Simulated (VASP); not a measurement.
Set up this calculation in VASP 6.6.1, as the native input.

| Item | Value |
| --- | --- |
| Task | single point |
| Functional | PBEsol |
| Potentials or basis | VASP PAW PBE potentials, release 64 (Zr_sv) |
| Cutoff | 520 eV |
| k mesh | 13 × 13 × 7 |
| Occupations | fermi-dirac, width 0.08 eV |
| Spin | no spin polarisation |
| Dipole correction | no |
| Further INCAR settings | ALGO = Normal; EDIFF = 1e-06; NBANDS = 19 |

The structure of Zr lies in POSCAR:

```
Zr
1.0
    3.2534028080      0.0000000000      0.0000000000
   -1.6267014040      2.8175294804      0.0000000000
    0.0000000000      0.0000000000      5.1810870861
Zr
2
Direct
    0.3333333333      0.6666666667      0.2500000000
    0.6666666667      0.3333333333      0.7500000000
```

This cell differs from its parent crystal: volume scaled by 1.02.

These files were run (other wordings do the same):

INCAR

```
PREC = Accurate ; ENCUT = 520
EDIFF = 1E-6 ; ISMEAR = -1
SIGMA = 0.08 ; LREAL = F
LASPH = T ; NELM = 100
ALGO = Normal ; ISIF = 2
LWAVE = F ; LCHARG = F
GGA = PS ; NBANDS = 19
```

KPOINTS

```
Automatic mesh
0
Gamma
  13 13 7
```

Potentials or basis: VASP PAW PBE potentials, release 64 (Zr_sv).

The run is started by

```bash
$ cat potpaw_PBE.64/Zr_sv/POTCAR > POTCAR
$ mpirun -np 1 vasp_std > vasp.out
```

Results of the run:

| Property | Result |
| --- | --- |
| Pressure | -4.9 GPa |
| Band gap on the k mesh | zero (band 12 reaches 9.50 eV, above the bottom of band 13 at 8.41 eV) |

Caveat: the PAW data sets were made with another functional, which shifts forces and pressure a little.

Run time: 33 s on 1 thread of Intel(R) Xeon(R) Platinum 8488C (Sapphire Rapids) (shared host), peak memory 0.19 GiB.
